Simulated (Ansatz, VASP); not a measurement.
# SrFe2O3: VASP beside Ansatz

```
Fe Sr O
1.0
    10.51511    0.00000    0.00000
     0.00000    3.84424    0.00000
     0.00000    0.00000    3.24619
Fe Sr O
4 2 6
Direct
  0.07200 0.75000 0.72000
  0.42800 0.75000 0.72000
  0.57200 0.25000 0.28000
  0.92800 0.25000 0.28000
  0.25000 0.25000 0.24500
  0.75000 0.75000 0.75500
  0.06400 0.25000 0.75300
  0.43600 0.25000 0.75300
  0.56400 0.75000 0.24700
  0.93600 0.75000 0.24700
  0.25000 0.75000 0.38700
  0.75000 0.25000 0.61300
```

Alike in both runs: task single point; functional PBE; k mesh 2 × 5 × 6; collinear spin; Hubbard terms Fe d U = 6.59 eV.

|  | VASP | Ansatz |
| --- | --- | --- |
| version | VASP 6.6.1 | Ansatz 0.2.0 |
| potentials or method | VASP PAW PBE potentials, release 64 (Fe, Sr_sv, O), cutoff 520 eV | PAW plane waves |
| occupations | fermi-dirac, width 0.1 eV | fermi-dirac |
| valence electrons in the cell | 88 | 120 |

Ansatz gave:

```
rms of the force components (eV/Å)                            : 1.327
net moment per atom (μB)                                      : 0.00
size of the moment on the site where the two differ most (μB) : 3.27
```

What did VASP give for the same quantities?

rms of the force components (eV/Å): 1.416; net moment per atom (μB): 0.00; size of the moment on the site where the two differ most (μB): 3.83.

Site moments also hang on the region over which each program counts them. The programs project onto different local orbitals, so the same U acts differently, and such runs can settle in different states. Atom by atom the forces differ by 0.146 eV/Å (rms over components). VASP's potentials hold 88 valence electrons a cell and Ansatz's 120, so a difference there can come from the potentials and not from the codes.
